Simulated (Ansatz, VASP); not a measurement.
## Two plane-wave programs on CdF2

```xyz
3
Lattice="0.0000 2.5455 2.5455 2.5455 0.0000 2.5455 2.5455 2.5455 0.0000" Properties=species:S:1:pos:R:3 pbc="T T T"
Cd    0.0000    0.0000    0.0000
F     1.2727    1.2727    1.2727
F     3.8182    3.8182    3.8182
```

Change from the starting cell: hydrostatic strain -5.5%.

Alike in both runs: task single point; functional PBE; k mesh 8 × 8 × 8; occupations fermi-dirac, width 0.02 eV; no spin polarisation.

```csv
,VASP,Ansatz
version,VASP 6.6.1,Ansatz 0.2.0
potentials or method,"VASP PAW PBE potentials, release 64 (Cd, F)","plane waves, PAW"
plane-wave cutoff (eV),520,420
valence electrons in the cell,26,34
```

```csv
,VASP,Ansatz,Ansatz less VASP
gap on the k mesh at the Fermi level (eV),3.68,3.73,+0.045
pressure (GPa),37.4,35.3,-2.09
```

Both programs put the cell under a high pressure, so it lies far from rest at this level. VASP's potentials hold 26 valence electrons a cell and Ansatz's 34, so a difference there can come from the potentials and not from the codes.
